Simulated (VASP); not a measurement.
# W (Fmmm) in VASP: single point with PBEsol

Aim: the single point of W with PBEsol.

Program: VASP 6.6.1. These are calculated values, not measurements. Logs are shortened: lines on timing, memory, paths and dates and some standing lists are left out, and cuts for length are marked.

### 1 The cell of the first run

The structure is orthorhombic, space group Fmmm (No. 69). The conventional cell has a = 3.195 Å, b = 4.292 Å, c = 4.744 Å, α = 90.00°, β = 90.00°, γ = 90.00°. W (site symmetry mmm) has 14 W at 2.68 to 3.20 Å within 3.5 Å.

### 2 Single point, PBEsol (strain -0.1000 x Voigt [0, 0, 0, 0, 1, 0])

INCAR

```
SYSTEM = W
  ALGO = Fast
  EDIFF = 1E-7
  ENCUT = 520
  GGA = PS
  ISIF = 2
  ISMEAR = 0
  LASPH = .TRUE.
  LCHARG = .FALSE.
  LREAL = .FALSE.
  LWAVE = .FALSE.
  NBANDS = 13
  NELM = 100
  PREC = Accurate
  SIGMA = 0.15
```

KPOINTS

```
k-points
0
G
  20 20 20
  0 0 0
```

POSCAR

```
W
1.0
   -1.6771650000      1.5973000000      1.6771650000
    1.5174350000     -1.5973000000      1.5174350000
    1.6771650000      1.5973000000     -1.6771650000
W
1
Direct
    0.0000000000      0.0000000000      0.0000000000
```

Potentials or basis: VASP PAW PBE potentials, release 64 (W_sv).

On the command line:

```sh
> cat potpaw_PBE.64/W_sv/POTCAR > POTCAR
> mpirun -np 1 vasp_std > vasp.out
```

OUTCAR:

```text
SYSTEM = W
   EDIFF = 1E-7
   ENCUT = 520
   GGA = PS
   ISIF = 2
   ISMEAR = 0
   LASPH = .TRUE.
   LREAL = .FALSE.
   NELM = 100
   PREC = Accurate

 ion  position               nearest neighbor table
   1  0.000  0.000  0.000-

  LATTYP: Found a face centered orthorhombic cell.
 ALAT       =     3.1946000000
 B/A-ratio  =     1.3435028843
 C/A-ratio  =     1.4849242405

  Lattice vectors:

 A1 = (   3.1946000000,   0.0000000000,  -0.1597300000)
 A2 = (   1.6771650000,   1.5973000000,  -1.6771650000)
 A3 = (   1.5174350000,   1.5973000000,   1.5174350000)

Analysis of symmetry for initial positions (statically):
=====================================================================
 Subroutine PRICEL returns:
 Original cell was already a primitive cell.

 Routine SETGRP: Setting up the symmetry group for a
 face centered orthorhombic supercell.

 Subroutine GETGRP returns: Found  8 space group operations
 (whereof  8 operations were pure point group operations)
 out of a pool of  8 trial point group operations.

The static configuration has the point symmetry D_2h.

Analysis of symmetry for dynamics (positions and initial velocities):
=====================================================================
 Subroutine PRICEL returns:
 Original cell was already a primitive cell.

 Routine SETGRP: Setting up the symmetry group for a
 face centered orthorhombic supercell.

 Subroutine GETGRP returns: Found  8 space group operations
 (whereof  8 operations were pure point group operations)
 out of a pool of  8 trial point group operations.

The dynamic configuration has the point symmetry D_2h.

 Subroutine INISYM returns: Found  8 space group operations
 (whereof  8 operations are pure point group operations),
 and found     1 'primitive' translations

----------------------------------------------------------------------------------------

                                     Primitive cell

  volume of cell :      16.2604

  direct lattice vectors                    reciprocal lattice vectors
    -1.677165000  1.597300000  1.677165000     0.015690638  0.313028235  0.313812767
     1.517435000 -1.597300000  1.517435000     0.329503405  0.000000000  0.329503405
     1.677165000  1.597300000 -1.677165000     0.313812767  0.313028235  0.015690638

  length of vectors
     2.859568528  2.675179480  2.859568528     0.443521504  0.465988185  0.443521504

  position of ions in fractional coordinates (direct lattice)
     0.000000000  0.000000000  0.000000000

  ion indices of the primitive-cell ions
   primitive index   ion index
                 1           1

----------------------------------------------------------------------------------------

 KPOINTS: k-points

Automatic generation of k-mesh.
 Grid dimensions read from file:
 generate k-points for:   20   20   20

 Generating k-lattice:

  Cartesian coordinates                     Fractional coordinates (reciprocal lattice)
     0.000784532  0.015651412  0.015690638     0.050000000  0.000000000  0.000000000
     0.016475170  0.000000000  0.016475170     0.000000000  0.050000000  0.000000000
     0.015690638  0.015651412  0.000784532     0.000000000  0.000000000  0.050000000

  Length of vectors
     0.022176075  0.023299409  0.022176075

  Shift w.r.t. Gamma in fractional coordinates (k-lattice)
     0.000000000  0.000000000  0.000000000

 Subroutine IBZKPT returns following result:
 ===========================================

 Found   1166 irreducible k-points:

 Following reciprocal coordinates:
            Coordinates               Weight
  0.000000  0.000000  0.000000      1.000000
  0.050000  0.000000 -0.000000      8.000000
  0.100000  0.000000 -0.000000      8.000000
  0.150000  0.000000 -0.000000      8.000000
  0.200000  0.000000 -0.000000      8.000000
  0.250000  0.000000 -0.000000      8.000000
[... 16 lines left out ...]
 -0.450000  0.050000  0.000000      8.000000
 -0.400000  0.050000  0.000000      8.000000
 [... further k-points ...]
   k-points           NKPTS =   1166   k-points in BZ     NKDIM =   1166   number of bands    NBANDS=     13
   number of dos      NEDOS =    301   number of ions     NIONS =      1
   total plane-waves  NPLWV =  11520
   dimension x,y,z NGX =    24 NGY =   20 NGZ =   24
   dimension x,y,z NGXF=    48 NGYF=   40 NGZF=   48
   ions per type =               1
   NGX,Y,Z   is equivalent  to a cutoff of  13.95, 12.43, 13.95 a.u.
   NGXF,Y,Z  is equivalent  to a cutoff of  27.91, 24.86, 27.91 a.u.
 SYSTEM =  W
   PREC   = accura    normal or accurate (medium, high low for compatibility)
   ISTART =      0    job   : 0-new  1-cont  2-samecut
   ICHARG =      2    charge: 1-file 2-atom 10-const
   ISPIN  =      1    spin polarized calculation?
   LNONCOLLINEAR =      F non collinear calculations
   LSORBIT =      F    spin-orbit coupling
   LASPH  =      T    aspherical Exc in radial PAW
   ENCUT  =  520.0 eV  38.22 Ry    6.18 a.u.   5.32  4.97  5.32*2*pi/ulx,y,z
   NELM   =    100;   NELMIN=  2; NELMDL= -5     # of ELM steps
   EDIFF  = 0.1E-06   stopping-criterion for ELM
   LREAL  =      F    real-space projection
   EDIFFG = 0.1E-05   stopping-criterion for IOM
   NSW    =      0    number of steps for IOM
   IBRION =     -1    ionic relax: 0-MD 1-quasi-New 2-CG
   NFREE  =      0    steps in history (QN), initial steepest desc. (CG)
   ISIF   =      2    stress and relaxation
   ISYM   =      2    0-nonsym 1-usesym 2-fastsym
   POTIM  = 0.5000    time-step for ionic-motion
   TEBEG  =    0.0;   TEEND  =   0.0 temperature during run
   PSTRESS=    0.0 pullay stress
   NELECT =      14.0000    total number of electrons
   NUPDOWN=      -1.0000    fix difference up-down
   EMIN   =  10.00;   EMAX   =-10.00  energy-range for DOS
   EFERMI =   0.00;   METHOD = LEGACY
   ISMEAR =     0;   SIGMA  =   0.15  broadening in eV -4-tet -1-fermi 0-gaus
   EFERMI_NEDOS =   21; number of points for ismear=-14 and -15
   IALGO  =     68    algorithm
   IMIX   =      4    mixing-type and parameters
     AMIX     =   0.40;   BMIX     =  1.00
     AMIX_MAG =   1.60;   BMIX_MAG =  1.00
  volume/ion in A,a.u.               =      16.26       109.73
  Fermi-wavevector in a.u.,A,eV,Ry     =   1.557423  2.943104 33.001855  2.425568
  Thomas-Fermi vector in A             =   2.661076
   LORBIT       =      0    0 simple, 1 ext, 2 COOP (PROOUT), +10 PAW based schemes
   GGA     = PS    functional components
   LHFCALC =     F    Hartree Fock is set to
   AEXX    =    0.0000 exact exchange contribution
   IVDW    =     0    specifies the selected vdW correction
   LEPSILON=     F    determine dielectric tensor
   LRPA    =     F    only Hartree local field effects (RPA)
 non-spin polarized calculation
 RMM-DIIS sequential band-by-band and
 Gauss-broadening in eV      SIGMA  =   0.15
  energy-cutoff  :      520.00
  volume of cell :       16.26
 maximum number of plane-waves:       454
 NGX is ok and might be reduce to    24
   NGX = 11   NGY =  9   NGZ = 11

 number of electron      14.0000002 magnetization

 Free energy of the ion-electron system (eV)
  ---------------------------------------------------
  ext. energy  EPLUGINS =         0.00000000
  ---------------------------------------------------
  free energy    TOTEN  =       -13.72273910 eV

  energy without entropy =      -13.71805405  energy(sigma->0) =      -13.72039657

 E-fermi :  10.9466     XC(G=0): -13.6100

 val. band max:       10.9457106597   @ k =  -0.1500   0.2000   0.0500
 cond. band min:      10.9468939526   @ k =   0.3000  -0.3000   0.3000
 fundamental gap:      0.0011832929
 Fermi energy:        10.9466233070

 k-point     1 :       0.0000    0.0000    0.0000
  band No.  band energies     occupation
      1     -63.2720      2.00000
      2     -27.0123      2.00000
      3     -26.8346      2.00000
      4     -26.7082      2.00000
      5       1.4107      2.00000
      6       8.8597      2.00000
      7       9.4312      2.00000
      8      10.5695      1.99962
      9      13.1416      0.00000
     10      13.4607      0.00000
     11      24.5102      0.00000
     12      25.4576      0.00000
     13      26.3487      0.00000

 k-point     2 :       0.0500    0.0000   -0.0000
  band No.  band energies     occupation
      1     -63.2688      2.00000
      2     -27.0216      2.00000
      3     -26.8526      2.00000
      4     -26.7236      2.00000
      5       1.5293      2.00000
      6       8.8814      2.00000
      7       9.4610      2.00000
      8      10.5498      1.99982
      9      13.0469      0.00000
     10      13.4251      0.00000
     11      24.7090      0.00000
     12      25.6619      0.00000
     13      26.5420      0.00000

 k-point     3 :       0.1000    0.0000   -0.0000
  band No.  band energies     occupation
      1     -63.2598      2.00000
      2     -27.0547      2.00000
      3     -26.9143      2.00000
      4     -26.7514      2.00000
      5       1.8747      2.00000
      6       8.8859      2.00000
      7       9.5419      2.00000
      8      10.5460      1.99984
      9      12.8107      0.00000
     10      13.3685      0.00000
     11      25.1735      0.00000
     12      26.2752      0.00000
     13      27.0804      0.00000

 k-point     4 :       0.1500    0.0000   -0.0000
  band No.  band energies     occupation
      1     -63.2458      2.00000
      2     -27.1392      2.00000
      3     -26.9987      2.00000
      4     -26.7710      2.00000
      5       2.4136      2.00000
      6       8.7942      2.00000
      7       9.5174      2.00000
      8      10.7763      1.89173
      9      12.5946      0.00000
     10      13.3372      0.00000
     11      25.6473      0.00000
     12      27.2044      0.00000
     13      27.7692      0.00000

 k-point     5 :       0.2000    0.0000   -0.0000
  band No.  band energies     occupation
      1     -63.2280      2.00000
      2     -27.2960      2.00000
      3     -27.0628      2.00000
      4     -26.7830      2.00000
      5       3.0839      2.00000
      6       8.6052      2.00000
      7       9.2983      2.00000
      8      11.3726      0.00006
      9      12.5281      0.00000
     10      13.3566      0.00000
     11      25.8312      0.00000
     12      27.8133      0.00000
     13      28.5029      0.00000
[... 257 lines left out ...]
 k-point    22 :       0.5000    0.0500   -0.0000
  band No.  band energies     occupation
      1     -63.1442      2.00000
      2     -28.0746      2.00000
      3     -27.2782      2.00000
      4     -26.8277      2.00000
      5       4.8980      2.00000
      6       7.4569      2.00000
      7      11.2311      0.00733
      8      12.9746      0.00000
      9      14.0139      0.00000
     10      16.6403      0.00000
     11      21.7054      0.00000
     12      22.5145      0.00000
     13      27.6705      0.00000

 k-point    23 :      -0.4500    0.0500    0.0000
  band No.  band energies     occupation
      1     -63.1513      2.00000
      2     -28.0056      2.00000
      3     -27.2656      2.00000
      4     -26.8291      2.00000
      5       4.9028      2.00000
      6       7.5398      2.00000
      7      10.6783      1.98858
      8      13.0343      0.00000
      9      13.8905      0.00000
     10      16.0453      0.00000
     11      22.2196      0.00000
     12      22.8877      0.00000
     13      28.4988      0.00000

 k-point    24 :      -0.4000    0.0500    0.0000
  band No.  band energies     occupation
      1     -63.1639      2.00000
      2     -27.8876      2.00000
      3     -27.2370      2.00000
      4     -26.8295      2.00000
      5       4.8529      2.00000
      6       7.7004      2.00000
      7       9.9248      2.00000
      8      12.9409      0.00000
      9      13.7248      0.00000
     10      15.1326      0.00000
     11      23.3117      0.00000
     12      23.5572      0.00000
     13      29.7103      0.00000

 [... further k-points ...]
[... 5 lines left out ...]
  --------------------------------------------------------------------------------------
  -------------------------------------------------------------------------------------
  Total       -0.8868205     -0.7923231     -0.8868205      0.0000000      0.0000000      1.4182440
  in kB      -87.3803856    -78.0693487    -87.3803856      0.0000000      0.0000000    139.7427166
  external PRESSURE =     -84.2767066 kB  Pullay stress =       0.0000000 kB

 VOLUME and BASIS-vectors are now :
 -----------------------------------------------------------------------------
  energy-cutoff  :      520.00
  volume of cell :       16.26
      direct lattice vectors                 reciprocal lattice vectors
    -1.677165000  1.597300000  1.677165000     0.015690638  0.313028235  0.313812767
     1.517435000 -1.597300000  1.517435000     0.329503405  0.000000000  0.329503405
     1.677165000  1.597300000 -1.677165000     0.313812767  0.313028235  0.015690638

 POSITION                                       TOTAL-FORCE (eV/Angst)
 -----------------------------------------------------------------------------------
      0.00000      0.00000      0.00000         0.000000      0.000000     -0.000000
 -----------------------------------------------------------------------------------
    total drift:                               -0.000000      0.000000      0.000000

  FREE ENERGIE OF THE ION-ELECTRON SYSTEM (eV)
  ---------------------------------------------------
  free  energy   TOTEN  =       -13.7227390968 eV

  energy  without entropy=      -13.7180540499  energy(sigma->0) =      -13.72039657
```

It took 2.1 min on 1 thread of AMD EPYC 9R45 (Zen 5), shared host; peak memory 0.3 GiB.

What came out:

| Item | Value |
| --- | --- |
| Free energy | -13.7227 eV |
| Pressure | -8.4 GPa |
| Band gap on the k mesh | zero (band 7 reaches 14.86 eV, above the bottom of band 8 at 9.99 eV) |

Levels at points of the mesh, in eV from the Fermi level:
```csv
k point,band 5,band 6,band 7,band 8,band 9,band 10
"(0.00, 0.00, 0.00)",-9.54,-2.09,-1.52,-0.38,2.19,2.51
"(0.50, 0.00, 0.00)",-6.14,-3.55,0.60,2.11,2.95,5.67
"(0.00, 0.50, 0.00)",-6.11,-3.28,1.45,1.49,2.13,6.68
"(0.50, 0.00, 0.50)",-6.29,-3.79,-0.19,2.78,3.70,5.31
"(0.50, 0.50, 0.50)",-5.75,-5.63,3.89,4.78,6.09,7.57
```

Caveat: the cell differs from its parent crystal (strain -0.1000 x Voigt [0, 0, 0, 0, 1, 0]); the PAW data sets were made with another functional, which shifts forces and pressure a little; spin-orbit coupling is left out, which moves the levels of the heavy elements.
